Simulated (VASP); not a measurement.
# Br (Fd-3m) in VASP: a series of runs

Br is run at these levels: PBEsol; tasks: single point.

Everything below comes from runs of VASP 6.6.1. Logs are shortened: lines on timing, memory, paths and dates and some standing lists are left out, and cuts for length are marked.

## Step 1: The cell of the first run

The structure is cubic, space group Fd-3m (No. 227). Conventional cell: a = 6.362 Å, b = 6.362 Å, c = 6.362 Å, α = 90.00°, β = 90.00°, γ = 90.00°. Within 3.6 Å of Br (site symmetry -43m) lie 4 Br at 2.75 Å.

## Step 2: Single point, PBEsol (volume scaled by 0.8)

Contents of INCAR:

```
PREC = Accurate
ENCUT = 520
EDIFF = 1E-6
ISMEAR = -1
SIGMA = 0.1
LREAL = F
LASPH = T
NELM = 100
ALGO = Normal
ISIF = 2
LWAVE = F
LCHARG = T
GGA = PS
LELF = T
LVHAR = T
NBANDS = 14
```

Contents of KPOINTS:

```
Automatic mesh
0
Gamma
  11 11 11
```

Contents of POSCAR:

```
Br
1.0
    0.0000000000      3.1808136561      3.1808136561
    3.1808136561      0.0000000000      3.1808136561
    3.1808136561      3.1808136561      0.0000000000
Br
2
Direct
   -0.1250000000     -0.1250000000     -0.1250000000
    0.1250000000      0.1250000000      0.1250000000
```

Potentials or basis: VASP PAW PBE potentials, release 64 (Br).

Run with:

```console
cat potpaw_PBE.64/Br/POTCAR > POTCAR
mpirun -np 1 vasp_std > vasp.out
```

OUTCAR:

```text
PREC = Accurate
   ENCUT = 520
   EDIFF = 1E-6
   ISMEAR = -1
   LREAL = F
   LASPH = T
   NELM = 100
   ISIF = 2
   GGA = PS

 ion  position               nearest neighbor table
   1  0.875  0.875  0.875-   2 2.75   2 2.75   2 2.75   2 2.75
   2  0.125  0.125  0.125-   1 2.75   1 2.75   1 2.75   1 2.75

  LATTYP: Found a face centered cubic cell.
 ALAT       =     6.3616273122

  Lattice vectors:

 A1 = (   0.0000000000,   3.1808136561,   3.1808136561)
 A2 = (   3.1808136561,   0.0000000000,   3.1808136561)
 A3 = (   3.1808136561,   3.1808136561,   0.0000000000)

Analysis of symmetry for initial positions (statically):
=====================================================================
 Subroutine PRICEL returns:
 Original cell was already a primitive cell.

 Routine SETGRP: Setting up the symmetry group for a
 face centered cubic supercell.

 Subroutine GETGRP returns: Found 48 space group operations
 (whereof 12 operations were pure point group operations)
 out of a pool of 48 trial point group operations.

The static configuration has the point symmetry D_3d.
 The point group associated with its full space group is O_h .

Analysis of symmetry for dynamics (positions and initial velocities):
=====================================================================
 Subroutine PRICEL returns:
 Original cell was already a primitive cell.

 Routine SETGRP: Setting up the symmetry group for a
 face centered cubic supercell.

 Subroutine GETGRP returns: Found 48 space group operations
 (whereof 12 operations were pure point group operations)
 out of a pool of 48 trial point group operations.

The dynamic configuration has the point symmetry D_3d.
 The point group associated with its full space group is O_h .

 Subroutine INISYM returns: Found 48 space group operations
 (whereof 12 operations are pure point group operations),
 and found     1 'primitive' translations

----------------------------------------------------------------------------------------

                                     Primitive cell

  volume of cell :      64.3642

  direct lattice vectors                    reciprocal lattice vectors
     0.000000000  3.180813656  3.180813656    -0.157192484  0.157192484  0.157192484
     3.180813656  0.000000000  3.180813656     0.157192484 -0.157192484  0.157192484
     3.180813656  3.180813656  0.000000000     0.157192484  0.157192484 -0.157192484

  length of vectors
     4.498349812  4.498349812  4.498349812     0.272265369  0.272265369  0.272265369

  position of ions in fractional coordinates (direct lattice)
     0.875000000  0.875000000  0.875000000
     0.125000000  0.125000000  0.125000000

  ion indices of the primitive-cell ions
   primitive index   ion index
                 1           1
                 2           2

----------------------------------------------------------------------------------------

 KPOINTS: Automatic mesh

Automatic generation of k-mesh.
 Grid dimensions read from file:
 generate k-points for:   11   11   11

 Generating k-lattice:

  Cartesian coordinates                     Fractional coordinates (reciprocal lattice)
    -0.014290226  0.014290226  0.014290226     0.090909091  0.000000000  0.000000000
     0.014290226 -0.014290226  0.014290226     0.000000000  0.090909091  0.000000000
     0.014290226  0.014290226 -0.014290226     0.000000000  0.000000000  0.090909091

  Length of vectors
     0.024751397  0.024751397  0.024751397

  Shift w.r.t. Gamma in fractional coordinates (k-lattice)
     0.000000000  0.000000000  0.000000000

 Subroutine IBZKPT returns following result:
 ===========================================

 Found     56 irreducible k-points:

 Following reciprocal coordinates:
            Coordinates               Weight
  0.000000  0.000000  0.000000      1.000000
  0.090909  0.000000  0.000000      8.000000
  0.181818  0.000000  0.000000      8.000000
  0.272727  0.000000  0.000000      8.000000
  0.363636  0.000000  0.000000      8.000000
  0.454545  0.000000  0.000000      8.000000
[... 16 lines left out ...]
 -0.272727  0.181818  0.000000     24.000000
 -0.181818  0.181818  0.000000     12.000000
 [... further k-points ...]
   k-points           NKPTS =     56   k-points in BZ     NKDIM =     56   number of bands    NBANDS=     14
   number of dos      NEDOS =    301   number of ions     NIONS =      2
   total plane-waves  NPLWV =  46656
   dimension x,y,z NGX =    36 NGY =   36 NGZ =   36
   dimension x,y,z NGXF=    72 NGYF=   72 NGZF=   72
   ions per type =               2
   NGX,Y,Z   is equivalent  to a cutoff of  13.30, 13.30, 13.30 a.u.
   NGXF,Y,Z  is equivalent  to a cutoff of  26.61, 26.61, 26.61 a.u.
 SYSTEM =  unknown system
   PREC   = accura    normal or accurate (medium, high low for compatibility)
   ISTART =      0    job   : 0-new  1-cont  2-samecut
   ICHARG =      2    charge: 1-file 2-atom 10-const
   ISPIN  =      1    spin polarized calculation?
   LNONCOLLINEAR =      F non collinear calculations
   LSORBIT =      F    spin-orbit coupling
   LASPH  =      T    aspherical Exc in radial PAW
   ENCUT  =  520.0 eV  38.22 Ry    6.18 a.u.   8.36  8.36  8.36*2*pi/ulx,y,z
   NELM   =    100;   NELMIN=  2; NELMDL= -5     # of ELM steps
   EDIFF  = 0.1E-05   stopping-criterion for ELM
   LREAL  =      F    real-space projection
   EDIFFG = 0.1E-04   stopping-criterion for IOM
   NSW    =      0    number of steps for IOM
   IBRION =     -1    ionic relax: 0-MD 1-quasi-New 2-CG
   NFREE  =      0    steps in history (QN), initial steepest desc. (CG)
   ISIF   =      2    stress and relaxation
   ISYM   =      2    0-nonsym 1-usesym 2-fastsym
   POTIM  = 0.5000    time-step for ionic-motion
   TEBEG  =    0.0;   TEEND  =   0.0 temperature during run
   PSTRESS=    0.0 pullay stress
   NELECT =      14.0000    total number of electrons
   NUPDOWN=      -1.0000    fix difference up-down
   EMIN   =  10.00;   EMAX   =-10.00  energy-range for DOS
   EFERMI =   0.00;   METHOD = LEGACY
   ISMEAR =    -1;   SIGMA  =   0.10  broadening in eV -4-tet -1-fermi 0-gaus
   EFERMI_NEDOS =   21; number of points for ismear=-14 and -15
   IALGO  =     38    algorithm
   IMIX   =      4    mixing-type and parameters
     AMIX     =   0.40;   BMIX     =  1.00
     AMIX_MAG =   1.60;   BMIX_MAG =  1.00
  volume/ion in A,a.u.               =      32.18       217.18
  Fermi-wavevector in a.u.,A,eV,Ry     =   0.984546  1.860522 13.188543  0.969331
  Thomas-Fermi vector in A             =   2.115787
   LORBIT       =      0    0 simple, 1 ext, 2 COOP (PROOUT), +10 PAW based schemes
   GGA     = PS    functional components
   LHFCALC =     F    Hartree Fock is set to
   AEXX    =    0.0000 exact exchange contribution
   IVDW    =     0    specifies the selected vdW correction
   LEPSILON=     F    determine dielectric tensor
   LRPA    =     F    only Hartree local field effects (RPA)
 non-spin polarized calculation
  energy-cutoff  :      520.00
  volume of cell :       64.36
 maximum number of plane-waves:      1759
 NGX is ok and might be reduce to    36
   NGX = 17   NGY = 17   NGZ = 17

 number of electron      14.0000000 magnetization

 Free energy of the ion-electron system (eV)
  ---------------------------------------------------
  ext. energy  EPLUGINS =         0.00000000
  ---------------------------------------------------
  free energy    TOTEN  =        -2.15078676 eV

  energy without entropy =       -2.04937337  energy(sigma->0) =       -2.10008006

 E-fermi :   1.1108     XC(G=0):  -8.1167

 val. band max:        1.1026419327   @ k =   0.4545   0.1818   0.0909
 cond. band min:       1.1164381253   @ k =   0.4545   0.0000   0.0000
 fundamental gap:      0.0137961926
 Fermi energy:         1.1107531384

 k-point     1 :       0.0000    0.0000    0.0000
  band No.  band energies     occupation
      1     -15.6715      2.00000
      2     -11.9497      2.00000
      3      -2.8883      2.00000
      4      -2.8883      2.00000
      5      -2.8883      2.00000
      6      -0.3727      2.00000
      7      -0.3727      2.00000
      8      -0.3727      2.00000
      9       5.7504      0.00000
     10       9.4337      0.00000
     11       9.4337      0.00000
     12      11.3157      0.00000
     13      11.3157      0.00000
     14      11.3157      0.00000

 k-point     2 :       0.0909    0.0000    0.0000
  band No.  band energies     occupation
      1     -15.6279      2.00000
      2     -12.0310      2.00000
      3      -2.9483      2.00000
      4      -2.9483      2.00000
      5      -2.9283      2.00000
      6      -0.3027      2.00000
      7      -0.2856      2.00000
      8      -0.2856      2.00000
      9       5.9793      0.00000
     10       9.2252      0.00000
     11       9.2252      0.00000
     12      11.1132      0.00000
     13      11.7655      0.00000
     14      11.7655      0.00000

 k-point     3 :       0.1818    0.0000    0.0000
  band No.  band energies     occupation
      1     -15.5020      2.00000
      2     -12.2554      2.00000
      3      -3.0924      2.00000
      4      -3.0924      2.00000
      5      -3.0515      2.00000
      6      -0.0706      1.99999
      7      -0.0706      1.99999
      8      -0.0646      1.99998
      9       6.5596      0.00000
     10       8.9470      0.00000
     11       8.9470      0.00000
     12      10.7672      0.00000
     13      12.7175      0.00000
     14      12.7175      0.00000
[... 324 lines left out ...]
 k-point    23 :      -0.2727    0.1818    0.0000
  band No.  band energies     occupation
      1     -15.0230      2.00000
      2     -12.9924      2.00000
      3      -4.0683      2.00000
      4      -3.3932      2.00000
      5      -2.5991      2.00000
      6       0.0365      1.99996
      7       0.4316      1.99776
      8       1.0634      1.23240
      9       7.6668      0.00000
     10       8.4551      0.00000
     11       8.8612      0.00000
     12      10.8369      0.00000
     13      12.3944      0.00000
     14      13.0536      0.00000

 k-point    24 :      -0.1818    0.1818    0.0000
  band No.  band energies     occupation
      1     -15.2386      2.00000
      2     -12.6803      2.00000
      3      -3.8097      2.00000
      4      -3.2269      2.00000
      5      -2.7166      2.00000
      6      -0.0922      1.99999
      7       0.1607      1.99985
      8       0.7672      1.93756
      9       7.4375      0.00000
     10       8.3496      0.00000
     11       8.9196      0.00000
     12      11.5632      0.00000
     13      11.8769      0.00000
     14      12.9083      0.00000

 [... further k-points ...]

------------------------ aborting loop because EDIFF is reached ----------------------------------------

  FORCE on cell =-STRESS in cart. coord.  units (eV):
  Direction    XX          YY          ZZ          XY          YZ          ZX
  --------------------------------------------------------------------------------------
  -------------------------------------------------------------------------------------
  Total        2.7948449      2.7948449      2.7948449      0.0000000     -0.0000000      0.0000000
  in kB       69.5702582     69.5702582     69.5702582      0.0000000     -0.0000000      0.0000000
  external PRESSURE =      69.5702582 kB  Pullay stress =       0.0000000 kB

 VOLUME and BASIS-vectors are now :
 -----------------------------------------------------------------------------
  energy-cutoff  :      520.00
  volume of cell :       64.36
      direct lattice vectors                 reciprocal lattice vectors
     0.000000000  3.180813656  3.180813656    -0.157192484  0.157192484  0.157192484
     3.180813656  0.000000000  3.180813656     0.157192484 -0.157192484  0.157192484
     3.180813656  3.180813656  0.000000000     0.157192484  0.157192484 -0.157192484

 POSITION                                       TOTAL-FORCE (eV/Angst)
 -----------------------------------------------------------------------------------
      5.56642      5.56642      5.56642        -0.000000     -0.000000     -0.000000
      0.79520      0.79520      0.79520         0.000000      0.000000      0.000000
 -----------------------------------------------------------------------------------
    total drift:                                0.000000      0.000000      0.000000

  FREE ENERGIE OF THE ION-ELECTRON SYSTEM (eV)
  ---------------------------------------------------
  free  energy   TOTEN  =        -2.1507867572 eV

  energy  without entropy=       -2.0493733727  energy(sigma->0) =       -2.10008006
```

It took 30 s on 1 thread of AMD EPYC 9R45 (Zen 5), shared host; peak memory 0.18 GiB.

Results:

* Free energy: -2.1508 eV
* Pressure: 7.0 GPa
* Band gap on the k mesh: zero (band 7 reaches 1.72 eV, above the bottom of band 8 at -0.37 eV)

Caveat: the PAW data sets were made with another functional, which shifts forces and pressure a little.

## Step 3: Single point, PBEsol (volume scaled by 0.9)

Contents of INCAR:

```
SYSTEM = Br
ALGO     = Normal         ! electronic algorithm
EDIFF    = 1E-7           ! SCF threshold, eV
ENCUT    = 520            ! plane-wave cutoff, eV
GGA      = PS             ! functional
ISIF     = 2              ! what is computed and relaxed
ISMEAR   = -1             ! smearing method
LASPH    = .TRUE.         ! aspherical terms in the spheres
LCHARG   = .FALSE.        ! write CHGCAR
LREAL    = .FALSE.        ! projectors in reciprocal space
LWAVE    = .FALSE.        ! write WAVECAR
NBANDS   = 14             ! bands
NELM     = 100            ! most SCF steps
PREC     = Accurate       ! precision mode
SIGMA    = 0.1            ! smearing width, eV
```

Contents of KPOINTS:

```
k-points
0
G
  11 11 11
  0 0 0
```

Contents of POSCAR:

```
Br
1.0
    0.0000000000      3.3081795151      3.3081795151
    3.3081795151      0.0000000000      3.3081795151
    3.3081795151      3.3081795151      0.0000000000
Br
2
Direct
   -0.1250000000     -0.1250000000     -0.1250000000
    0.1250000000      0.1250000000      0.1250000000
```

Potentials or basis: VASP PAW PBE potentials, release 64 (Br).

Run with:

```console
cat potpaw_PBE.64/Br/POTCAR > POTCAR
mpirun -np 1 vasp_std > vasp.out
```

It took 31 s on 1 thread of AMD EPYC 9R45 (Zen 5), shared host; peak memory 0.19 GiB.

Results (log left out):

- Free energy: -2.3780 eV
- Pressure: 2.5 GPa
- Band gap on the k mesh: zero (band 7 reaches 0.49 eV, above the bottom of band 8 at -1.19 eV)

Levels at points of the mesh, in eV from the Fermi level:
| k point | band 3 | band 4 | band 5 | band 6 | band 7 | band 8 | band 9 | band 10 | band 11 | band 12 |
| --- | --- | --- | --- | --- | --- | --- | --- | --- | --- | --- |
| (0.00, 0.00, 0.00) | -3.42 | -3.42 | -3.42 | -1.19 | -1.19 | -1.19 | 4.88 | 8.65 | 8.65 | 10.34 |

Caveat: the PAW data sets were made with another functional, which shifts forces and pressure a little.

## Step 4: Single point, PBEsol (volume scaled by 0.9)

Contents of INCAR:

```
PREC = Accurate
ENCUT = 520
EDIFF = 1E-6
ISMEAR = -1
SIGMA = 0.1
LREAL = F
LASPH = T
NELM = 60
ALGO = Normal
ISIF = 2
LWAVE = F
LCHARG = F
GGA = PS
NBANDS = 14
```

Contents of KPOINTS:

```
regular mesh
0
Gamma
  11 11 11
```

POSCAR is that of step 3.

Run with:

```console
cat potpaw_PBE.64/Br/POTCAR > POTCAR
mpirun -np 1 vasp_std > vasp.out
```

It took 27 s on 1 thread of AMD EPYC 9R45 (Zen 5), shared host; peak memory 0.19 GiB.

Results (log left out):

| Item | Value |
| --- | --- |
| Free energy | -2.3780 eV |
| Pressure | 2.5 GPa |
| Band gap on the k mesh | zero (band 7 reaches 0.49 eV, above the bottom of band 8 at -1.19 eV) |

Levels at points of the mesh, in eV from the Fermi level:
```tsv
k point	band 3	band 4	band 5	band 6	band 7	band 8	band 9	band 10	band 11	band 12
(0.00, 0.00, 0.00)	-3.42	-3.42	-3.42	-1.19	-1.19	-1.19	4.88	8.65	8.65	10.34
```

Caveat: the PAW data sets were made with another functional, which shifts forces and pressure a little.
